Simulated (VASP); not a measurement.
# SiNi3 (Pm-3m) in VASP: density of states with PBE

Aim: the density of states of SiNi3 with PBE.

Everything below comes from runs of VASP 6.6.1. Logs are shortened: lines on timing, memory, paths and dates and some standing lists are left out, and cuts for length are marked.

## (1) The cell of the first run

It takes space group Pm-3m (No. 221, cubic). The conventional cell has a = 3.542 Å, b = 3.542 Å, c = 3.542 Å, α = 90.00°, β = 90.00°, γ = 90.00°. Within 3.3 Å of Si (site symmetry m-3m) lie 12 Ni at 2.50 Å. Within 3.3 Å of Ni (site symmetry 4/mmm) lie 4 Si at 2.50 Å and 8 Ni at 2.50 Å.

## (2) Density of states, PBE

POSCAR

```
SiNi3
1.0
    3.5420000000      0.0000000000      0.0000000000
    0.0000000000      3.5420000000      0.0000000000
    0.0000000000      0.0000000000      3.5420000000
Si Ni
1 3
Direct
    0.0000000000      0.0000000000      0.0000000000
    0.0000000000      0.5000000000      0.5000000000
    0.5000000000      0.0000000000      0.5000000000
    0.5000000000      0.5000000000      0.0000000000
```

INCAR.step1

```
SYSTEM = SiNi3
PREC = Accurate
ENCUT = 520
EDIFF = 1E-6
ISMEAR = -1
SIGMA = 0.05
LREAL = .FALSE.
LASPH = .TRUE.
NELM = 100
ALGO = Normal
ISIF = 2
LWAVE = .FALSE.
LCHARG = .TRUE.
LMAXMIX = 4
GGA = PE
NBANDS = 25
```

KPOINTS.step1

```
Automatic mesh
0
G
  7 7 7
  0 0 0
```

INCAR.step2

```
SYSTEM = SiNi3
PREC = Accurate
ENCUT = 520
EDIFF = 1E-6
ISMEAR = -5
SIGMA = 0.05
LREAL = .FALSE.
LASPH = .TRUE.
NELM = 100
ALGO = Normal
ISIF = 2
LWAVE = .FALSE.
LCHARG = .FALSE.
LMAXMIX = 4
GGA = PE
LORBIT = 10
NBANDS = 25
NEDOS = 2001
ICHARG = 11
```

KPOINTS.step2

```
Automatic mesh
0
G
  11 11 11
  0 0 0
```

Potentials or basis: VASP PAW PBE potentials, release 64 (Si, Ni).

Command:

```bash
$ cat potpaw_PBE.64/Si/POTCAR potpaw_PBE.64/Ni/POTCAR > POTCAR
$ cp INCAR.step1 INCAR
$ cp KPOINTS.step1 KPOINTS
$ mpirun -np 1 vasp_std > vasp.out
$ cp INCAR.step2 INCAR
$ cp KPOINTS.step2 KPOINTS
$ mpirun -np 1 vasp_std > vasp.out
```

OUTCAR:

```text
SYSTEM = SiNi3
   PREC = Accurate
   ENCUT = 520
   EDIFF = 1E-6
   ISMEAR = -5
   LREAL = .FALSE.
   LASPH = .TRUE.
   NELM = 100
   ISIF = 2
   GGA = PE
   LORBIT = 10
   ICHARG = 11

 ion  position               nearest neighbor table
   1  0.000  0.000  0.000-   2 2.50   3 2.50   4 2.50   2 2.50   3 2.50   2 2.50   4 2.50   2 2.50
                             3 2.50   4 2.50   3 2.50   4 2.50
   2  0.000  0.500  0.500-   1 2.50   3 2.50   4 2.50   1 2.50   4 2.50   1 2.50   3 2.50   1 2.50
                             3 2.50   4 2.50   4 2.50   3 2.50
   3  0.500  0.000  0.500-   1 2.50   2 2.50   4 2.50   1 2.50   4 2.50   2 2.50   4 2.50   4 2.50
                             1 2.50   2 2.50   1 2.50   2 2.50
   4  0.500  0.500  0.000-   1 2.50   2 2.50   3 2.50   2 2.50   3 2.50   1 2.50   3 2.50   3 2.50
                             1 2.50   2 2.50   2 2.50   1 2.50

  LATTYP: Found a simple cubic cell.
 ALAT       =     3.5420000000

  Lattice vectors:

 A1 = (   3.5420000000,   0.0000000000,   0.0000000000)
 A2 = (   0.0000000000,   3.5420000000,   0.0000000000)
 A3 = (   0.0000000000,   0.0000000000,   3.5420000000)

Analysis of symmetry for initial positions (statically):
=====================================================================
 Subroutine PRICEL returns:
 Original cell was already a primitive cell.

 Routine SETGRP: Setting up the symmetry group for a
 simple cubic supercell.

 Subroutine GETGRP returns: Found 48 space group operations
 (whereof 48 operations were pure point group operations)
 out of a pool of 48 trial point group operations.

The static configuration has the point symmetry O_h .

Analysis of symmetry for dynamics (positions and initial velocities):
=====================================================================
 Subroutine PRICEL returns:
 Original cell was already a primitive cell.

 Routine SETGRP: Setting up the symmetry group for a
 simple cubic supercell.

 Subroutine GETGRP returns: Found 48 space group operations
 (whereof 48 operations were pure point group operations)
 out of a pool of 48 trial point group operations.

The dynamic configuration has the point symmetry O_h .

 Subroutine INISYM returns: Found 48 space group operations
 (whereof 48 operations are pure point group operations),
 and found     1 'primitive' translations

----------------------------------------------------------------------------------------

                                     Primitive cell

  volume of cell :      44.4371

  direct lattice vectors                    reciprocal lattice vectors
     3.542000000  0.000000000  0.000000000     0.282326369  0.000000000  0.000000000
     0.000000000  3.542000000  0.000000000     0.000000000  0.282326369  0.000000000
     0.000000000  0.000000000  3.542000000     0.000000000  0.000000000  0.282326369

  length of vectors
     3.542000000  3.542000000  3.542000000     0.282326369  0.282326369  0.282326369

  position of ions in fractional coordinates (direct lattice)
     0.000000000  0.000000000  0.000000000
     0.000000000  0.500000000  0.500000000
     0.500000000  0.000000000  0.500000000
     0.500000000  0.500000000  0.000000000

  ion indices of the primitive-cell ions
   primitive index   ion index
                 1           1
                 2           2
                 3           3
                 4           4

----------------------------------------------------------------------------------------

 KPOINTS: Automatic mesh

Automatic generation of k-mesh.
 Grid dimensions read from file:
 generate k-points for:   11   11   11

 Generating k-lattice:

  Cartesian coordinates                     Fractional coordinates (reciprocal lattice)
     0.025666034  0.000000000  0.000000000     0.090909091  0.000000000  0.000000000
     0.000000000  0.025666034  0.000000000     0.000000000  0.090909091  0.000000000
     0.000000000  0.000000000  0.025666034     0.000000000  0.000000000  0.090909091

  Length of vectors
     0.025666034  0.025666034  0.025666034

  Shift w.r.t. Gamma in fractional coordinates (k-lattice)
     0.000000000  0.000000000  0.000000000

 TETIRR: Found    651 inequivalent tetrahedra from     7986

 Subroutine IBZKPT returns following result:
 ===========================================

 Found     56 irreducible k-points:

 Following reciprocal coordinates:
            Coordinates               Weight
  0.000000  0.000000  0.000000      1.000000
  0.090909  0.000000  0.000000      6.000000
  0.181818  0.000000  0.000000      6.000000
  0.272727  0.000000  0.000000      6.000000
  0.363636  0.000000  0.000000      6.000000
  0.454545  0.000000  0.000000      6.000000
[... 16 lines left out ...]
  0.181818  0.090909  0.090909     24.000000
  0.272727  0.090909  0.090909     24.000000
 [... further k-points ...]
   k-points           NKPTS =     56   k-points in BZ     NKDIM =     56   number of bands    NBANDS=     25
   number of dos      NEDOS =   2001   number of ions     NIONS =      4
   total plane-waves  NPLWV =  21952
   dimension x,y,z NGX =    28 NGY =   28 NGZ =   28
   dimension x,y,z NGXF=    56 NGYF=   56 NGZF=   56
   ions per type =               1   3
   NGX,Y,Z   is equivalent  to a cutoff of  13.14, 13.14, 13.14 a.u.
   NGXF,Y,Z  is equivalent  to a cutoff of  26.28, 26.28, 26.28 a.u.
 SYSTEM =  SiNi3
   PREC   = accura    normal or accurate (medium, high low for compatibility)
   ISTART =      0    job   : 0-new  1-cont  2-samecut
   ICHARG =     11    charge: 1-file 2-atom 10-const
   ISPIN  =      1    spin polarized calculation?
   LNONCOLLINEAR =      F non collinear calculations
   LSORBIT =      F    spin-orbit coupling
   LASPH  =      T    aspherical Exc in radial PAW
   ENCUT  =  520.0 eV  38.22 Ry    6.18 a.u.   6.59  6.59  6.59*2*pi/ulx,y,z
   NELM   =    100;   NELMIN=  2; NELMDL=  0     # of ELM steps
   EDIFF  = 0.1E-05   stopping-criterion for ELM
   LREAL  =      F    real-space projection
   EDIFFG = 0.1E-04   stopping-criterion for IOM
   NSW    =      0    number of steps for IOM
   IBRION =     -1    ionic relax: 0-MD 1-quasi-New 2-CG
   NFREE  =      0    steps in history (QN), initial steepest desc. (CG)
   ISIF   =      2    stress and relaxation
   ISYM   =      2    0-nonsym 1-usesym 2-fastsym
   POTIM  = 0.5000    time-step for ionic-motion
   TEBEG  =    0.0;   TEEND  =   0.0 temperature during run
   PSTRESS=    0.0 pullay stress
   NELECT =      34.0000    total number of electrons
   NUPDOWN=      -1.0000    fix difference up-down
   EMIN   =  10.00;   EMAX   =-10.00  energy-range for DOS
   EFERMI =   0.00;   METHOD = LEGACY
   ISMEAR =    -5;   SIGMA  =   0.05  broadening in eV -4-tet -1-fermi 0-gaus
   EFERMI_NEDOS =   21; number of points for ismear=-14 and -15
   IALGO  =     38    algorithm
   IMIX   =      4    mixing-type and parameters
     AMIX     =   0.40;   BMIX     =  1.00
     AMIX_MAG =   1.60;   BMIX_MAG =  1.00
  volume/ion in A,a.u.               =      11.11        74.97
  Fermi-wavevector in a.u.,A,eV,Ry     =   1.497336  2.829555 30.504465  2.242015
  Thomas-Fermi vector in A             =   2.609237
   LORBIT       =     10    0 simple, 1 ext, 2 COOP (PROOUT), +10 PAW based schemes
   GGA     = PE    functional components
   LHFCALC =     F    Hartree Fock is set to
   AEXX    =    0.0000 exact exchange contribution
   IVDW    =     0    specifies the selected vdW correction
   LEPSILON=     F    determine dielectric tensor
   LRPA    =     F    only Hartree local field effects (RPA)
 non-spin polarized calculation
 Fermi weights with tetrahedron method with Bloechl corrections
  energy-cutoff  :      520.00
  volume of cell :       44.44
 maximum number of plane-waves:      1213
 NGX is ok and might be reduce to    28

 number of electron      33.9999988 magnetization

 Free energy of the ion-electron system (eV)
  ---------------------------------------------------
  ext. energy  EPLUGINS =         0.00000000
  ---------------------------------------------------
  free energy    TOTEN  =       -23.65437587 eV

  energy without entropy =      -23.65437587  energy(sigma->0) =      -23.65437587

 E-fermi :  10.1800     XC(G=0): -12.9308

 val. band max:       10.1652836453   @ k =   0.0909   0.0909   0.0909
 cond. band min:      10.1574661614   @ k =   0.4545   0.4545   0.3636
 fundamental gap:     -0.0078174839
 Fermi energy:        10.1800091561

 k-point     1 :       0.0000    0.0000    0.0000
  band No.  band energies     occupation
      1      -1.4828      2.00000
      2       5.5255      2.00000
      3       6.3342      2.00000
      4       6.3342      2.00000
      5       6.8315      2.00000
      6       6.8315      2.00000
[... 17 lines left out ...]
     24      20.5439      0.00000
     25      20.5439      0.00000

 k-point     2 :       0.0909    0.0000    0.0000
  band No.  band energies     occupation
      1      -1.3887      2.00000
      2       5.5406      2.00000
      3       6.1954      2.00000
      4       6.4003      2.00000
      5       6.8219      2.00000
      6       6.8219      2.00000
[... 17 lines left out ...]
     24      20.2322      0.00000
     25      20.3040      0.00000

 k-point     3 :       0.1818    0.0000    0.0000
  band No.  band energies     occupation
      1      -1.1107      2.00000
      2       5.3347      2.00000
      3       5.9819      2.00000
      4       6.5897      2.00000
      5       6.7878      2.00000
      6       6.7878      2.00000
[... 552 lines left out ...]
 k-point    23 :       0.1818    0.0909    0.0909
  band No.  band energies     occupation
      1      -0.9277      2.00000
      2       5.4286      2.00000
      3       5.9718      2.00000
      4       6.3716      2.00000
      5       6.6274      2.00000
      6       6.9144      2.00000
[... 17 lines left out ...]
     24      18.6476      0.00000
     25      20.2070      0.00000

 k-point    24 :       0.2727    0.0909    0.0909
  band No.  band energies     occupation
      1      -0.4898      2.00000
      2       4.6500      2.00000
      3       6.0806      2.00000
      4       6.5271      2.00000
      5       6.5675      2.00000
      6       6.9976      2.00000
[... 17 lines left out ...]
     24      19.1478      0.00000
     25      20.6840      0.00000

 [... further k-points ...]
[... 5 lines left out ...]
  --------------------------------------------------------------------------------------
  -------------------------------------------------------------------------------------
  Total       -1.2523846     -1.2523846     -1.2523846     -0.0000000     -0.0000000      0.0000000
  in kB      -45.1546665    -45.1546665    -45.1546665     -0.0000000     -0.0000000      0.0000000
  external PRESSURE =     -45.1546665 kB  Pullay stress =       0.0000000 kB

 VOLUME and BASIS-vectors are now :
 -----------------------------------------------------------------------------
  energy-cutoff  :      520.00
  volume of cell :       44.44
      direct lattice vectors                 reciprocal lattice vectors
     3.542000000  0.000000000  0.000000000     0.282326369  0.000000000  0.000000000
     0.000000000  3.542000000  0.000000000     0.000000000  0.282326369  0.000000000
     0.000000000  0.000000000  3.542000000     0.000000000  0.000000000  0.282326369

 POSITION                                       TOTAL-FORCE (eV/Angst)
 -----------------------------------------------------------------------------------
      0.00000      0.00000      0.00000         0.000000      0.000000      0.000000
      0.00000      1.77100      1.77100         0.000000      0.000000      0.000000
      1.77100      0.00000      1.77100         0.000000      0.000000      0.000000
      1.77100      1.77100      0.00000         0.000000      0.000000      0.000000
 -----------------------------------------------------------------------------------
    total drift:                                0.000000      0.000000      0.000000

  FREE ENERGIE OF THE ION-ELECTRON SYSTEM (eV)
  ---------------------------------------------------
  free  energy   TOTEN  =       -23.6543758689 eV

  energy  without entropy=      -23.6543758689  energy(sigma->0) =      -23.65437587

 total charge

# of ion       s       p       d       tot
------------------------------------------
    1        0.730   0.803   0.000   1.533
    2        0.471   0.538   8.396   9.405
    3        0.471   0.538   8.396   9.405
    4        0.471   0.538   8.396   9.405
--------------------------------------------------
tot          2.142   2.417  25.189  29.749
```

It took 68 s on 1 thread of Intel Xeon Platinum 8488C (Sapphire Rapids), shared host; peak memory 0.18 GiB.

Results:

```yaml
Valence_electrons_inside_the_program's_atomic_spheres: Si 1.53; Ni 9.40
```

Levels at points of the mesh, in eV from the Fermi level:
```
           k point  band 15  band 16  band 17  band 18  band 19  band 20
(0.00, 0.00, 0.00)    -0.57    -0.26     0.05     0.05     0.05     4.57
```

Caveat: tetrahedron occupations give inexact forces and stress in metals. Spin polarisation is off, so any magnetic state and its effect on volume and gap are missing.
